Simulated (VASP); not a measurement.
# MgI2 (P-3m1) in VASP: a series of runs, part 2 of 2

VASP 6.6.1. Earlier steps stand in the parts before.

## 3. Single point, PBE

File INCAR:

```
ALGO = Normal
EDIFF = 1E-6
ENCUT = 520
GGA = PE
ISIF = 2
ISMEAR = 0
LASPH = True
LCHARG = False
LREAL = False
LWAVE = False
NBANDS = 15
NELM = 60
PREC = Accurate
SIGMA = 0.05
```

File KPOINTS:

```
k-points
0
Gamma
  6 6 4
```

File POSCAR:

```
MgI2
1.0
    4.1618263529      0.0000000000      0.0000000000
   -2.0809131765      3.6042473478      0.0000000000
    0.0000000000      0.0000000000      7.7274703875
Mg I
1 2
Direct
    0.0000000000      0.0000000000      0.0000000000
    0.3333333333      0.6666666667      0.7781860196
    0.6666666667      0.3333333333      0.2218139804
```

Potentials or basis: VASP PAW PBE potentials, release 64 (Mg, I).

The run is started by

```console
$ cat potpaw_PBE.64/Mg/POTCAR potpaw_PBE.64/I/POTCAR > POTCAR
$ mpirun -np 1 vasp_std > vasp.out
```

It took 22 s on 1 thread of AMD EPYC 9R45 (Zen 5), shared host; peak memory 0.21 GiB.

Results (log left out):

```yaml
Free_energy: -7.7308 eV
Pressure: 0.0 GPa
Largest_force: 0.136 eV/Å
Band_gap_on_the_k_mesh: 3.51 eV, indirect (least direct gap 3.65 eV)
```

Forces on the atoms (eV/Å):
```
Mg   0.000  0.000  0.000
I    0.000  0.000  0.136
I    0.000  0.000 -0.136
```

Stress tensor (GPa, compression positive):
```
 0.26  0.00  0.00
 0.00  0.26  0.00
 0.00  0.00 -0.58
```

Levels at points of the mesh, in eV from the valence-band top:
```tsv
k point	band 4	band 5	band 6	band 7	band 8	band 9	band 10	band 11	band 12	band 13
(0.00, 0.00, 0.00)	-0.41	-0.27	-0.27	0.00	0.00	3.65	4.92	6.75	6.75	6.91
(0.50, 0.00, 0.00)	-2.79	-1.55	-1.14	-0.78	-0.44	3.60	5.34	5.60	7.15	7.22
(0.00, 0.00, 0.50)	-1.09	-0.24	-0.24	-0.02	-0.02	4.41	4.90	6.69	6.69	7.31
(0.50, 0.00, 0.50)	-2.90	-1.28	-1.10	-0.77	-0.50	3.51	5.29	5.59	6.12	7.47
```

Caveat: spin-orbit coupling is left out, which moves the levels of the heavy elements; this functional lacks dispersion, which binds the layers, so the pressure and a relaxed spacing across them are unreliable. PBE gaps usually lie below the measured ones, often by a third to a half.

## 4. Single point, PBE

File INCAR:

```
SYSTEM = MgI2
  ALGO = Normal
  EDIFF = 1E-7
  ENCUT = 520
  GGA = PE
  ISIF = 2
  ISMEAR = 0
  LASPH = .True.
  LCHARG = .False.
  LREAL = .False.
  LWAVE = .False.
  NBANDS = 15
  NELM = 100
  PREC = Accurate
  SIGMA = 0.05
```

File KPOINTS:

```
k-points
0
Gamma
  6 6 4
  0 0 0
```

File POSCAR:

```
MgI2
1.0
    4.1618263529      0.0000000000      0.0000000000
   -2.0809131765      3.6042473478      0.0000000000
    0.0000000000      0.0000000000      7.7274703875
Mg I
1 2
Direct
    0.0000000000      0.0000000000      0.0000000000
    0.3333333333      0.6666666667      0.7705052557
    0.6666666667      0.3333333333      0.2294947443
```

The run is started by

```console
$ cat potpaw_PBE.64/Mg/POTCAR potpaw_PBE.64/I/POTCAR > POTCAR
$ mpirun -np 1 vasp_std > vasp.out
```

Run time: 25 s. Hardware: 1 thread of AMD EPYC 9R45 (Zen 5), shared host; peak memory 0.21 GiB.

Results (log left out):

```yaml
Free_energy: -7.6986 eV
Pressure: -0.7 GPa
Largest_force: 0.402 eV/Å
Band_gap_on_the_k_mesh: 3.36 eV, indirect (least direct gap 3.46 eV)
```

Forces in eV/Å, atoms in the order of the input:
```
Mg   0.000  0.000  0.000
I    0.000  0.000  0.402
I    0.000  0.000 -0.402
```

Stress tensor (GPa, compression positive):
```
-0.20  0.00  0.00
 0.00 -0.20  0.00
 0.00  0.00 -1.85
```

Levels at points of the mesh, in eV from the valence-band top:
```csv
k point,band 4,band 5,band 6,band 7,band 8,band 9,band 10,band 11,band 12,band 13
"(0.00, 0.00, 0.00)",-0.52,-0.24,-0.24,0.00,0.00,3.46,4.93,6.77,6.77,6.90
"(0.50, 0.00, 0.00)",-2.76,-1.64,-1.09,-0.88,-0.46,3.50,5.22,5.47,6.93,6.99
"(0.00, 0.00, 0.50)",-1.26,-0.21,-0.21,-0.03,-0.03,4.30,4.89,6.71,6.71,7.44
"(0.50, 0.00, 0.50)",-2.89,-1.33,-1.03,-0.86,-0.54,3.36,5.11,5.52,5.97,7.32
```

Caveat: spin-orbit coupling is left out, which moves the levels of the heavy elements; this functional lacks dispersion, which binds the layers, so the pressure and a relaxed spacing across them are unreliable. A k mesh can miss the band edges.

## 5. Single point, PBE

File INCAR:

```
ALGO = Normal ; EDIFF = 1E-7
ENCUT = 520 ; GGA = PE
ISIF = 2 ; ISMEAR = 0
LASPH = T ; LCHARG = F
LREAL = F ; LWAVE = F
NBANDS = 15 ; NELM = 60
PREC = Accurate ; SIGMA = 0.05
```

File KPOINTS:

```
k-points
0
Gamma
  6 6 4
```

File POSCAR:

```
MgI2
1.0
    4.1618263529      0.0000000000      0.0000000000
   -2.0809131765      3.6042473478      0.0000000000
    0.0000000000      0.0000000000      7.7274703875
Mg I
1 2
Direct
    0.0000000000      0.0000000000      0.0000000000
    0.3333333333      0.6666666667      0.7858667836
    0.6666666667      0.3333333333      0.2141332164
```

Potentials or basis: VASP PAW PBE potentials, release 64 (Mg, I).

The run is started by

```console
$ cat potpaw_PBE.64/Mg/POTCAR potpaw_PBE.64/I/POTCAR > POTCAR
$ mpirun -np 1 vasp_std > vasp.out
```

OUTCAR:

```text
EDIFF = 1E-7
   ENCUT = 520
   GGA = PE
   ISIF = 2
   ISMEAR = 0
   LASPH = T
   LREAL = F
   NELM = 60
   PREC = Accurate

 ion  position               nearest neighbor table
   1  0.000  0.000  0.000-   2 2.92   3 2.92   3 2.92   2 2.92   3 2.92   2 2.92
   2  0.333  0.667  0.786-   1 2.92   1 2.92   1 2.92
   3  0.667  0.333  0.214-   1 2.92   1 2.92   1 2.92

  LATTYP: Found a hexagonal cell.
 ALAT       =     4.1618263529
 C/A-ratio  =     1.8567498334

  Lattice vectors:

 A1 = (   4.1618263529,   0.0000000000,   0.0000000000)
 A2 = (  -2.0809131765,   3.6042473478,   0.0000000000)
 A3 = (   0.0000000000,   0.0000000000,   7.7274703875)

Analysis of symmetry for initial positions (statically):
[... 33 lines left out ...]
                                     Primitive cell

  volume of cell :     115.9140

  direct lattice vectors                    reciprocal lattice vectors
     4.161826353  0.000000000  0.000000000     0.240279126  0.138725218  0.000000000
    -2.080913177  3.604247348  0.000000000     0.000000000  0.277450437  0.000000000
     0.000000000  0.000000000  7.727470388     0.000000000  0.000000000  0.129408454

[... 146 lines left out ...]
      5       0.8843      2.00000
      6       0.8882      2.00000
      7       1.1920      2.00000
      8       1.1920      2.00000
      9       5.0148      0.00000
     10       6.1093      0.00000
     11       7.9210      0.00000
     12       7.9210      0.00000
     13       8.1053      0.00000
     14       9.3387      0.00000
[... 401 lines left out ...]
      2      -9.8707      2.00000
      3      -1.9268      2.00000
      4      -1.2953      2.00000
      5      -1.2953      2.00000
      6      -0.7531      2.00000
      7       0.5598      2.00000
      8       0.5598      2.00000
      9       5.8901      0.00000
     10       7.2950      0.00000
     11       7.2950      0.00000
     12       8.7906      0.00000
     13       9.5611      0.00000
     14       9.6824      0.00000
     15       9.9302      0.00000

------------------------ aborting loop because EDIFF is reached ----------------------------------------

  FORCE on cell =-STRESS in cart. coord.  units (eV):
  Direction    XX          YY          ZZ          XY          YZ          ZX
  --------------------------------------------------------------------------------------
  -------------------------------------------------------------------------------------
  Total        0.6066430      0.6066430      0.5432494     -0.0000000      0.0000000     -0.0000000
  in kB        8.3850931      8.3850931      7.5088585     -0.0000000      0.0000000     -0.0000000
  external PRESSURE =       8.0930149 kB  Pullay stress =       0.0000000 kB

 VOLUME and BASIS-vectors are now :
 -----------------------------------------------------------------------------
  energy-cutoff  :      520.00
  volume of cell :      115.91
      direct lattice vectors                 reciprocal lattice vectors
     4.161826353  0.000000000  0.000000000     0.240279126  0.138725218  0.000000000
    -2.080913177  3.604247348  0.000000000     0.000000000  0.277450437  0.000000000
     0.000000000  0.000000000  7.727470388     0.000000000  0.000000000  0.129408454

 POSITION                                       TOTAL-FORCE (eV/Angst)
 -----------------------------------------------------------------------------------
      0.00000      0.00000      0.00000         0.000000      0.000000      0.000000
     -0.00000      2.40283      6.07276        -0.000000      0.000000     -0.156645
      2.08091      1.20142      1.65471         0.000000     -0.000000      0.156645
 -----------------------------------------------------------------------------------
    total drift:                               -0.000000      0.000000     -0.000000

  FREE ENERGIE OF THE ION-ELECTRON SYSTEM (eV)
  ---------------------------------------------------
  free  energy   TOTEN  =        -7.7299209425 eV

  energy  without entropy=       -7.7299209425  energy(sigma->0) =       -7.72992094
```

It took 25 s on 1 thread of AMD EPYC 9R45 (Zen 5), shared host; peak memory 0.22 GiB.

What came out:

```yaml
Free_energy: -7.7299 eV
Pressure: 0.8 GPa
Largest_force: 0.157 eV/Å
Band_gap_on_the_k_mesh: 3.64 eV, indirect (least direct gap 3.82 eV)
```

Forces in eV/Å, atoms in the order of the input:
```
Mg   0.000  0.000  0.000
I    0.000  0.000 -0.157
I    0.000  0.000  0.157
```

Caveat: spin-orbit coupling is left out, which moves the levels of the heavy elements; this functional lacks dispersion, which binds the layers, so the pressure and a relaxed spacing across them are unreliable.
